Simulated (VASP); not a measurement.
Write the native input for VASP 6.6.1 that does the following.

| Item | Value |
| --- | --- |
| Task | electric field gradients |
| Functional | PBE |
| Potentials or basis | VASP PAW PBE potentials, release 64 (Mn_pv, As) |
| Cutoff | 520 eV |
| k mesh | 12 × 12 × 12 |
| Occupations | fermi-dirac, width 0.08 eV |
| Spin | collinear spin, ferromagnetic start |
| Starting moments | [4.0, 0.0] μB |
| Dipole correction | no |
| Further INCAR settings | ALGO = Normal; EDIFF = 1e-08; NBANDS = 20 |

The structure of MnAs (rocksalt type) lies in POSCAR:

```
MnAs
1.0
    0.0000000000      2.5612846038      2.5612846038
    2.5612846038      0.0000000000      2.5612846038
    2.5612846038      2.5612846038      0.0000000000
Mn As
1 1
Direct
    0.0000000000      0.0000000000      0.0000000000
    0.5000000000      0.5000000000      0.5000000000
```

One way to write it, as run:

INCAR

```
SYSTEM = MnAs
PREC = Accurate
ENCUT = 520
EDIFF = 1E-8
ISMEAR = -1
SIGMA = 0.08
LREAL = .FALSE.
LASPH = .TRUE.
NELM = 150
ALGO = Normal
ISIF = 2
LWAVE = .FALSE.
LCHARG = .FALSE.
ISPIN = 2
MAGMOM = 4 0
LORBIT = 11
LMAXMIX = 4
GGA = PE
LEFG = .TRUE.
NBANDS = 20
```

KPOINTS

```
Automatic mesh
0
G
  12 12 12
  0 0 0
```

Potentials or basis: VASP PAW PBE potentials, release 64 (Mn_pv, As).

Run with:

```console
$ cat potpaw_PBE.64/Mn_pv/POTCAR potpaw_PBE.64/As/POTCAR > POTCAR
$ mpirun -np 1 vasp_std > vasp.out
```

Results of the run:

```
Pressure                                              : 2.1 GPa
Net moment                                            : 3.62 μB per cell
Site moments                                          : Mn +3.56; As -0.09 μB
Largest electric field gradient by atom               : under 0.05 V/Å² on every atom
Valence electrons inside the program's atomic spheres : Mn 11.53; As 2.82
```

Caveat: a cell with one magnetic atom can't hold antiferromagnetic order, which such compounds often take.

It took 4 min on 1 thread of Intel Xeon 8259CL, with other jobs on the host, peak memory 0.23 GiB.
